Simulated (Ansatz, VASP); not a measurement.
# Ge3PS4 in VASP and in Ansatz

Contents of INCAR:

```
SYSTEM = Ge3PS4
PREC = Accurate
ENCUT = 600
EDIFF = 1E-7
ISMEAR = 0
SIGMA = 0.1
LREAL = .False.
LASPH = .True.
NELM = 100
ALGO = Normal
ISIF = 3
LWAVE = .False.
LCHARG = .False.
GGA = PE
IBRION = 2
NSW = 90
EDIFFG = -0.04
```

Contents of KPOINTS:

```
regular mesh
0
Gamma
  4 4 4
  0 0 0
```

The input POSCAR:

```
Ge3PS4
1.0
    5.6223188754      0.0000000000      0.0000000000
    0.0000000000      5.6223188754      0.0000000000
    0.0000000000      0.0000000000      5.6223188754
Ge P S
3 1 4
Direct
    0.5000000000      0.0000000000      0.0000000000
    0.0000000000      0.5000000000      0.0000000000
    0.0000000000      0.0000000000      0.5000000000
    0.0000000000      0.0000000000      0.0000000000
    0.2350000000      0.2350000000      0.2350000000
    0.2350000000      0.7650000000      0.7650000000
    0.7650000000      0.7650000000      0.2350000000
    0.7650000000      0.2350000000      0.7650000000
```

Input for Ansatz:

```yaml
crystal:
  lattice:
    - [5.6223188754, 0.0, 0.0]
    - [0.0, 5.6223188754, 0.0]
    - [0.0, 0.0, 5.6223188754]
  atoms:
    - { symbol: Ge, position: [0.5, 0.0, 0.0] }
    - { symbol: Ge, position: [0.0, 0.5, 0.0] }
    - { symbol: Ge, position: [0.0, 0.0, 0.5] }
    - { symbol: P, position: [0.0, 0.0, 0.0] }
    - { symbol: S, position: [0.235, 0.235, 0.235] }
    - { symbol: S, position: [0.235, 0.765, 0.765] }
    - { symbol: S, position: [0.765, 0.765, 0.235] }
    - { symbol: S, position: [0.765, 0.235, 0.765] }
basis:
  ecutwfc: 420
kpoints:
  mp_grid: { grid: [4, 4, 4] }
hamiltonian:
  xc: pbe
scf:
  occupations: { method: gaussian, width: 0.1 }
  lower_state_search: "off"
output:
  forces: true
  stress: true
  eigenvalues: true
relax:
  adjacent_minimum: "off"
  f_tol: 0.04
  max_steps: 70
  cell: { stress_tol: 0.4 }
```

Alike in both runs: task relaxation of cell and atoms; functional PBE; k mesh 4 × 4 × 4; occupations gaussian, width 0.1 eV; no spin polarisation.

|  | VASP | Ansatz |
| --- | --- | --- |
| version | VASP 6.6.1 | Ansatz 0.2.0 |
| potentials or method | VASP PAW PBE potentials, release 64 (Ge_d, P, S), cutoff 600 eV | scalar-relativistic, plane waves, PAW |
| valence electrons in the cell | 71 | 71 |

Ansatz gave:

| Item | Value |
| --- | --- |
| gap on the k mesh at the Fermi level, each at its own relaxed structure (eV) | none |
| relaxed volume (Å³/atom) | 33.49 |
| relaxed cell length with the largest relative difference (Å) | 6.446 |

Problem. Which values does VASP return?

Solution. gap on the k mesh at the Fermi level, each at its own relaxed structure (eV): none; relaxed volume (Å³/atom): 33.70; relaxed cell length with the largest relative difference (Å): 6.460.

A gap of «none» marks a metal or a gap that the smearing closes.

Noted on VASP's run: the volume moved by over 15 % at a fixed basis, so the end points are rough.
